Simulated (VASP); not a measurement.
SnAs: single point with LDA

The system is SnAs.

```
Sn As
1.0
     0.00000    2.79235    2.79235
     2.79235    0.00000    2.79235
     2.79235    2.79235    0.00000
Sn As
1 1
Direct
  0.00000 0.00000 0.00000
  0.50000 0.50000 0.50000
```

* Program: VASP 6.6.1
* Task: single point
* Functional: LDA
* Potentials or basis: VASP PAW LDA potentials, release 64 (Sn_d, As)
* Cutoff: 520 eV
* k mesh: 9 × 9 × 9
* Occupations: fermi-dirac, width 0.1 eV
* Spin: no spin polarisation

* Pressure: 4.3 GPa
* Band gap on the k mesh: zero (an odd number of electrons rules out a gap without spin polarisation)

Levels at points of the mesh, in eV from the Fermi level:
| k point | band 8 | band 9 | band 10 | band 11 | band 12 | band 13 |
| --- | --- | --- | --- | --- | --- | --- |
| (0.00, 0.00, 0.00) | -1.27 | -1.27 | -1.27 | 5.66 | 5.66 | 5.66 |

It took 37 s on 1 thread of Intel Xeon 8259CL (shared host), peak memory 0.16 GiB.

Caveat: the cell stands under pressure; spin-orbit coupling is left out, which moves the levels of the heavy elements.
